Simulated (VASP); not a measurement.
# Cu (Fd-3m) in VASP: notebook

Cu is run at these levels: PBE; tasks: single point.

Program: VASP 6.6.1. These are calculated values, not measurements. Logs are shortened: lines on timing, memory, paths and dates and some standing lists are left out, and cuts for length are marked.

### Step 1. The cell of the first run

Symmetry: Fd-3m, No. 227, cubic system. Conventional cell: a = 4.249 Å, b = 4.249 Å, c = 4.249 Å, α = 90.00°, β = 90.00°, γ = 90.00°. Cu (site symmetry -43m) has 4 Cu at 1.84 Å within 2.4 Å.

### Step 2. Single point, PBE (volume scaled by 0.5)

INCAR

```
SYSTEM = Cu
ALGO     = Normal         ! electronic algorithm
EDIFF    = 1E-7           ! SCF threshold, eV
ENCUT    = 520            ! plane-wave cutoff, eV
GGA      = PE             ! functional
ISIF     = 2              ! what is computed and relaxed
ISMEAR   = -1             ! smearing method
LASPH    = .True.         ! aspherical terms in the spheres
LCHARG   = .True.         ! write CHGCAR
LELF     = .True.         ! ELF
LREAL    = .False.        ! projectors in reciprocal space
LVHAR    = .True.       
LWAVE    = .False.        ! write WAVECAR
NBANDS   = 18             ! bands
NELM     = 60             ! most SCF steps
PREC     = Accurate       ! precision mode
SIGMA    = 0.08           ! smearing width, eV
```

KPOINTS

```
k-points
0
Gamma
  13 13 13
  0 0 0
```

POSCAR

```
Cu
1.0
    0.0000000000      2.1245320750      2.1245320750
    2.1245320750      0.0000000000      2.1245320750
    2.1245320750      2.1245320750      0.0000000000
Cu
2
Direct
   -0.1250000000     -0.1250000000     -0.1250000000
    0.1250000000      0.1250000000      0.1250000000
```

Potentials or basis: VASP PAW PBE potentials, release 64 (Cu).

Command:

```sh
> cat potpaw_PBE.64/Cu/POTCAR > POTCAR
> mpirun -np 1 vasp_std > vasp.out
```

OUTCAR:

```text
SYSTEM = Cu
   EDIFF = 1E-7
   ENCUT = 520
   GGA = PE
   ISIF = 2
   ISMEAR = -1
   LASPH = .True.
   LREAL = .False.
   NELM = 60
   PREC = Accurate

 ion  position               nearest neighbor table
   1  0.875  0.875  0.875-   2 1.84   2 1.84   2 1.84   2 1.84
   2  0.125  0.125  0.125-   1 1.84   1 1.84   1 1.84   1 1.84

  LATTYP: Found a face centered cubic cell.
 ALAT       =     4.2490641500

  Lattice vectors:

 A1 = (   0.0000000000,   2.1245320750,   2.1245320750)
 A2 = (   2.1245320750,   0.0000000000,   2.1245320750)
 A3 = (   2.1245320750,   2.1245320750,   0.0000000000)

Analysis of symmetry for initial positions (statically):
=====================================================================
 Subroutine PRICEL returns:
 Original cell was already a primitive cell.

 Routine SETGRP: Setting up the symmetry group for a
 face centered cubic supercell.

 Subroutine GETGRP returns: Found 48 space group operations
 (whereof 12 operations were pure point group operations)
 out of a pool of 48 trial point group operations.

The static configuration has the point symmetry D_3d.
 The point group associated with its full space group is O_h .

Analysis of symmetry for dynamics (positions and initial velocities):
=====================================================================
 Subroutine PRICEL returns:
 Original cell was already a primitive cell.

 Routine SETGRP: Setting up the symmetry group for a
 face centered cubic supercell.

 Subroutine GETGRP returns: Found 48 space group operations
 (whereof 12 operations were pure point group operations)
 out of a pool of 48 trial point group operations.

The dynamic configuration has the point symmetry D_3d.
 The point group associated with its full space group is O_h .

 Subroutine INISYM returns: Found 48 space group operations
 (whereof 12 operations are pure point group operations),
 and found     1 'primitive' translations

----------------------------------------------------------------------------------------

                                     Primitive cell

  volume of cell :      19.1787

  direct lattice vectors                    reciprocal lattice vectors
     0.000000000  2.124532075  2.124532075    -0.235345941  0.235345941  0.235345941
     2.124532075  0.000000000  2.124532075     0.235345941 -0.235345941  0.235345941
     2.124532075  2.124532075  0.000000000     0.235345941  0.235345941 -0.235345941

  length of vectors
     3.004542074  3.004542074  3.004542074     0.407631127  0.407631127  0.407631127

  position of ions in fractional coordinates (direct lattice)
     0.875000000  0.875000000  0.875000000
     0.125000000  0.125000000  0.125000000

  ion indices of the primitive-cell ions
   primitive index   ion index
                 1           1
                 2           2

----------------------------------------------------------------------------------------

 KPOINTS: k-points

Automatic generation of k-mesh.
 Grid dimensions read from file:
 generate k-points for:   13   13   13

 Generating k-lattice:

  Cartesian coordinates                     Fractional coordinates (reciprocal lattice)
    -0.018103534  0.018103534  0.018103534     0.076923077  0.000000000  0.000000000
     0.018103534 -0.018103534  0.018103534     0.000000000  0.076923077  0.000000000
     0.018103534  0.018103534 -0.018103534     0.000000000  0.000000000  0.076923077

  Length of vectors
     0.031356241  0.031356241  0.031356241

  Shift w.r.t. Gamma in fractional coordinates (k-lattice)
     0.000000000  0.000000000  0.000000000

 Subroutine IBZKPT returns following result:
 ===========================================

 Found     84 irreducible k-points:

 Following reciprocal coordinates:
            Coordinates               Weight
  0.000000  0.000000  0.000000      1.000000
  0.076923  0.000000  0.000000      8.000000
  0.153846  0.000000  0.000000      8.000000
  0.230769  0.000000  0.000000      8.000000
  0.307692  0.000000  0.000000      8.000000
  0.384615  0.000000  0.000000      8.000000
[... 16 lines left out ...]
  0.384615  0.153846  0.000000     24.000000
  0.461538  0.153846  0.000000     24.000000
 [... further k-points ...]
   k-points           NKPTS =     84   k-points in BZ     NKDIM =     84   number of bands    NBANDS=     18
   number of dos      NEDOS =    301   number of ions     NIONS =      2
   total plane-waves  NPLWV =  13824
   dimension x,y,z NGX =    24 NGY =   24 NGZ =   24
   dimension x,y,z NGXF=    48 NGYF=   48 NGZF=   48
   ions per type =               2
   NGX,Y,Z   is equivalent  to a cutoff of  13.28, 13.28, 13.28 a.u.
   NGXF,Y,Z  is equivalent  to a cutoff of  26.56, 26.56, 26.56 a.u.
 SYSTEM =  Cu
   PREC   = accura    normal or accurate (medium, high low for compatibility)
   ISTART =      0    job   : 0-new  1-cont  2-samecut
   ICHARG =      2    charge: 1-file 2-atom 10-const
   ISPIN  =      1    spin polarized calculation?
   LNONCOLLINEAR =      F non collinear calculations
   LSORBIT =      F    spin-orbit coupling
   LASPH  =      T    aspherical Exc in radial PAW
   ENCUT  =  520.0 eV  38.22 Ry    6.18 a.u.   5.59  5.59  5.59*2*pi/ulx,y,z
   NELM   =     60;   NELMIN=  2; NELMDL= -5     # of ELM steps
   EDIFF  = 0.1E-06   stopping-criterion for ELM
   LREAL  =      F    real-space projection
   EDIFFG = 0.1E-05   stopping-criterion for IOM
   NSW    =      0    number of steps for IOM
   IBRION =     -1    ionic relax: 0-MD 1-quasi-New 2-CG
   NFREE  =      0    steps in history (QN), initial steepest desc. (CG)
   ISIF   =      2    stress and relaxation
   ISYM   =      2    0-nonsym 1-usesym 2-fastsym
   POTIM  = 0.5000    time-step for ionic-motion
   TEBEG  =    0.0;   TEEND  =   0.0 temperature during run
   PSTRESS=    0.0 pullay stress
   NELECT =      22.0000    total number of electrons
   NUPDOWN=      -1.0000    fix difference up-down
   EMIN   =  10.00;   EMAX   =-10.00  energy-range for DOS
   EFERMI =   0.00;   METHOD = LEGACY
   ISMEAR =    -1;   SIGMA  =   0.08  broadening in eV -4-tet -1-fermi 0-gaus
   EFERMI_NEDOS =   21; number of points for ismear=-14 and -15
   IALGO  =     38    algorithm
   IMIX   =      4    mixing-type and parameters
     AMIX     =   0.40;   BMIX     =  1.00
     AMIX_MAG =   1.60;   BMIX_MAG =  1.00
  volume/ion in A,a.u.               =       9.59        64.71
  Fermi-wavevector in a.u.,A,eV,Ry     =   1.713730  3.238480 39.958556  2.936871
  Thomas-Fermi vector in A             =   2.791420
   LORBIT       =      0    0 simple, 1 ext, 2 COOP (PROOUT), +10 PAW based schemes
   GGA     = PE    functional components
   LHFCALC =     F    Hartree Fock is set to
   AEXX    =    0.0000 exact exchange contribution
   IVDW    =     0    specifies the selected vdW correction
   LEPSILON=     F    determine dielectric tensor
   LRPA    =     F    only Hartree local field effects (RPA)
 non-spin polarized calculation
  energy-cutoff  :      520.00
  volume of cell :       19.18
 maximum number of plane-waves:       533
   NGX = 11   NGY = 11   NGZ = 11

 number of electron      22.0000018 magnetization

 Free energy of the ion-electron system (eV)
  ---------------------------------------------------
  ext. energy  EPLUGINS =         0.00000000
  ---------------------------------------------------
  free energy    TOTEN  =         0.95481672 eV

  energy without entropy =        0.96589995  energy(sigma->0) =        0.96035833

 E-fermi :  11.2224     XC(G=0): -13.6932

 val. band max:       11.1730860944   @ k =  -0.3846   0.2308   0.0769
 cond. band min:      11.2335392065   @ k =  -0.3846   0.3077   0.0769
 fundamental gap:      0.0604531121
 Fermi energy:        11.2223695285

 k-point     1 :       0.0000    0.0000    0.0000
  band No.  band energies     occupation
      1      -0.1252      2.00000
      2       4.3675      2.00000
      3       4.3675      2.00000
      4       4.7366      2.00000
      5       4.7366      2.00000
      6       4.7366      2.00000
[... 10 lines left out ...]
     17      27.0658      0.00000
     18      29.0059      0.00000

 k-point     2 :       0.0769    0.0000    0.0000
  band No.  band energies     occupation
      1       0.0339      2.00000
      2       4.2785      2.00000
      3       4.2785      2.00000
      4       4.7459      2.00000
      5       4.8649      2.00000
      6       4.8649      2.00000
[... 10 lines left out ...]
     17      28.4078      0.00000
     18      30.1245      0.00000

 k-point     3 :       0.1538    0.0000    0.0000
  band No.  band energies     occupation
      1       0.5003      2.00000
      2       4.1689      2.00000
      3       4.1689      2.00000
      4       4.7835      2.00000
      5       5.0670      2.00000
      6       5.0670      2.00000
[... 10 lines left out ...]
     17      30.0041      0.00000
     18      30.3252      0.00000

 k-point     4 :       0.2308    0.0000    0.0000
  band No.  band energies     occupation
      1       1.2373      2.00000
      2       4.1296      2.00000
      3       4.1296      2.00000
      4       4.8710      2.00000
      5       5.1854      2.00000
      6       5.1854      2.00000
[... 10 lines left out ...]
     17      28.9898      0.00000
     18      31.3311      0.00000

 k-point     5 :       0.3077    0.0000    0.0000
  band No.  band energies     occupation
      1       2.1638      2.00000
      2       4.1762      2.00000
      3       4.1762      2.00000
      4       4.9978      2.00000
      5       5.1508      2.00000
      6       5.1508      2.00000
[... 10 lines left out ...]
     17      27.9231      0.00000
     18      31.5742      0.00000

 k-point     6 :       0.3846    0.0000    0.0000
  band No.  band energies     occupation
      1       3.1284      2.00000
      2       4.3045      2.00000
      3       4.3045      2.00000
      4       4.9666      2.00000
      5       4.9848      2.00000
      6       4.9848      2.00000
[... 10 lines left out ...]
     17      27.1877      0.00000
     18      31.7083      0.00000

 k-point     7 :       0.4615    0.0000    0.0000
  band No.  band energies     occupation
      1       3.9475      2.00000
      2       4.4914      2.00000
      3       4.4914      2.00000
      4       4.5857      2.00000
      5       4.7623      2.00000
      6       4.7623      2.00000
[... 10 lines left out ...]
     17      26.8146      0.00000
     18      31.7663      0.00000

 k-point     8 :       0.0769    0.0769    0.0000
  band No.  band energies     occupation
      1       0.0871      2.00000
      2       4.1258      2.00000
      3       4.4391      2.00000
      4       4.7515      2.00000
      5       4.7515      2.00000
      6       4.9964      2.00000
[... 10 lines left out ...]
     17      29.6635      0.00000
     18      29.6635      0.00000
[... 229 lines left out ...]
     17      29.2310      0.00000
     18      30.0932      0.00000

 k-point    20 :       0.1538    0.1538    0.0000
  band No.  band energies     occupation
      1       0.7116      2.00000
      2       3.7941      2.00000
      3       4.6499      2.00000
      4       4.7837      2.00000
      5       4.7837      2.00000
      6       5.3870      2.00000
[... 10 lines left out ...]
     17      32.2423      0.00000
     18      32.2423      0.00000

 k-point    21 :       0.2308    0.1538    0.0000
  band No.  band energies     occupation
      1       1.2584      2.00000
      2       3.6724      2.00000
      3       4.6661      2.00000
      4       4.8082      2.00000
      5       4.9140      2.00000
      6       5.5810      2.00000
[... 10 lines left out ...]
     17      32.0752      0.00000
     18      32.9398      0.00000

 k-point    22 :       0.3077    0.1538    0.0000
  band No.  band energies     occupation
      1       2.0297      2.00000
      2       3.6326      2.00000
      3       4.6871      2.00000
      4       4.8620      2.00000
      5       4.9803      2.00000
      6       5.6774      2.00000
[... 10 lines left out ...]
     17      31.5430      0.00000
     18      32.0745      0.00000

 k-point    23 :       0.3846    0.1538    0.0000
  band No.  band energies     occupation
      1       2.8822      2.00000
      2       3.6694      2.00000
      3       4.7495      2.00000
      4       4.9264      2.00000
      5       4.9403      2.00000
      6       5.6170      2.00000
[... 10 lines left out ...]
     17      31.0115      0.00000
     18      31.2770      0.00000

 k-point    24 :       0.4615    0.1538    0.0000
  band No.  band energies     occupation
      1       3.5483      2.00000
      2       3.7842      2.00000
      3       4.6475      2.00000
      4       4.9426      2.00000
      5       4.9938      2.00000
      6       5.5371      2.00000
[... 10 lines left out ...]
     17      30.4585      0.00000
     18      32.2279      0.00000

 [... further k-points ...]
[... 5 lines left out ...]
  --------------------------------------------------------------------------------------
  -------------------------------------------------------------------------------------
  Total       24.8013722     24.8013722     24.8013722      0.0000000      0.0000000      0.0000000
  in kB     2071.8886930   2071.8886930   2071.8886930      0.0000000      0.0000000      0.0000000
  external PRESSURE =    2071.8886930 kB  Pullay stress =       0.0000000 kB

 VOLUME and BASIS-vectors are now :
 -----------------------------------------------------------------------------
  energy-cutoff  :      520.00
  volume of cell :       19.18
      direct lattice vectors                 reciprocal lattice vectors
     0.000000000  2.124532075  2.124532075    -0.235345941  0.235345941  0.235345941
     2.124532075  0.000000000  2.124532075     0.235345941 -0.235345941  0.235345941
     2.124532075  2.124532075  0.000000000     0.235345941  0.235345941 -0.235345941

 POSITION                                       TOTAL-FORCE (eV/Angst)
 -----------------------------------------------------------------------------------
      3.71793      3.71793      3.71793        -0.000000     -0.000000     -0.000000
      0.53113      0.53113      0.53113         0.000000      0.000000      0.000000
 -----------------------------------------------------------------------------------
    total drift:                                0.000000      0.000000      0.000000

  FREE ENERGIE OF THE ION-ELECTRON SYSTEM (eV)
  ---------------------------------------------------
  free  energy   TOTEN  =         0.9548167209 eV

  energy  without entropy=        0.9658999460  energy(sigma->0) =        0.96035833
```

Wall time 30 s (1 thread of AMD EPYC 7R43 (Zen 3), shared host); peak memory 0.12 GiB.

What came out:

| Quantity | Value |
| --- | --- |
| Free energy | 0.9548 eV |
| Pressure | 207.2 GPa |
| Band gap on the k mesh | zero (band 11 reaches 12.18 eV, above the bottom of band 12 at 11.13 eV) |

### Step 3. Single point, PBE (volume scaled by 0.6)

INCAR

```
PREC = Accurate
ENCUT = 520
EDIFF = 1E-6
ISMEAR = -1
SIGMA = 0.08
LREAL = F
LASPH = T
NELM = 60
ALGO = Normal
ISIF = 2
LWAVE = F
LCHARG = T
GGA = PE
LELF = T
LVHAR = T
NBANDS = 18
```

KPOINTS

```
Automatic mesh
0
Gamma
  13 13 13
```

POSCAR

```
Cu
1.0
    0.0000000000      2.2576522150      2.2576522150
    2.2576522150      0.0000000000      2.2576522150
    2.2576522150      2.2576522150      0.0000000000
Cu
2
Direct
   -0.1250000000     -0.1250000000     -0.1250000000
    0.1250000000      0.1250000000      0.1250000000
```

Potentials or basis: VASP PAW PBE potentials, release 64 (Cu).

Command:

```sh
> cat potpaw_PBE.64/Cu/POTCAR > POTCAR
> mpirun -np 1 vasp_std > vasp.out
```

It took 28 s on 1 thread of AMD EPYC 7R43 (Zen 3), shared host; peak memory 0.12 GiB.

The run converged. Its results:

* Free energy: -2.5299 eV
* Pressure: 98.1 GPa
* Band gap on the k mesh: zero (band 11 reaches 9.15 eV, above the bottom of band 12 at 8.12 eV)

Levels at points of the mesh, in eV from the Fermi level:
```tsv
k point	band 9	band 10	band 11	band 12	band 13	band 14
(0.00, 0.00, 0.00)	-3.17	-1.71	-1.71	14.01	14.01	14.01
```

### Step 4. Single point, PBE (volume scaled by 0.6)

INCAR

```
SYSTEM = Cu
PREC     = Accurate       ! precision mode
ENCUT    = 520            ! plane-wave cutoff, eV
EDIFF    = 1E-7           ! SCF threshold, eV
ISMEAR   = -1             ! smearing method
SIGMA    = 0.08           ! smearing width, eV
LREAL    = .False.        ! projectors in reciprocal space
LASPH    = .True.         ! aspherical terms in the spheres
NELM     = 60             ! most SCF steps
ALGO     = Normal         ! electronic algorithm
ISIF     = 2              ! what is computed and relaxed
LWAVE    = .False.        ! write WAVECAR
LCHARG   = .False.        ! write CHGCAR
GGA      = PE             ! functional
NBANDS   = 18             ! bands
```

KPOINTS

```
Automatic mesh
0
Gamma
  13 13 13
  0 0 0
```

POSCAR is that of step 3.

Command:

```sh
> cat potpaw_PBE.64/Cu/POTCAR > POTCAR
> mpirun -np 1 vasp_std > vasp.out
```

Run time: 30 s. Hardware: 1 thread of AMD EPYC 7R43 (Zen 3), shared host; peak memory 0.12 GiB.

It converged, with:

```yaml
Free_energy: -2.5299 eV
Pressure: 98.0 GPa
Band_gap_on_the_k_mesh: zero (band 11 reaches 9.15 eV, above the bottom of band 12 at 8.12 eV)
```

Levels at points of the mesh, in eV from the Fermi level:
```csv
k point,band 8,band 9,band 10,band 11,band 12,band 13,band 14,band 15
"(0.00, 0.00, 0.00)",-3.17,-3.17,-1.71,-1.71,14.01,14.01,14.01,14.26
```
